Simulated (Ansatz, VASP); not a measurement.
**As: VASP beside Ansatz**

```
CELL_PARAMETERS angstrom
-1.53000 1.53000 1.53000
1.53000 -1.53000 1.53000
1.53000 1.53000 -1.53000
ATOMIC_POSITIONS crystal
As 0.00000 0.00000 0.00000
```

Change from the starting cell: volume scaled by 0.75, LAPW.

Alike in both runs: task single point; functional PBE; k mesh 16 × 16 × 16; occupations fermi-dirac, width 0.05 eV; no spin polarisation.

|  | VASP | Ansatz |
| --- | --- | --- |
| version | VASP 6.6.1 | Ansatz 0.2.0 |
| potentials or method | VASP PAW PBE potentials, release 64 (As), cutoff 520 eV | all-electron LAPW, scalar-relativistic |

```csv
,VASP,Ansatz,Ansatz less VASP
pressure (GPa),43.7,42.9,-0.79
```

Both programs put the cell under a high pressure, so it lies far from rest at this level. Ansatz ran all-electron here, and VASP with PAW potentials.
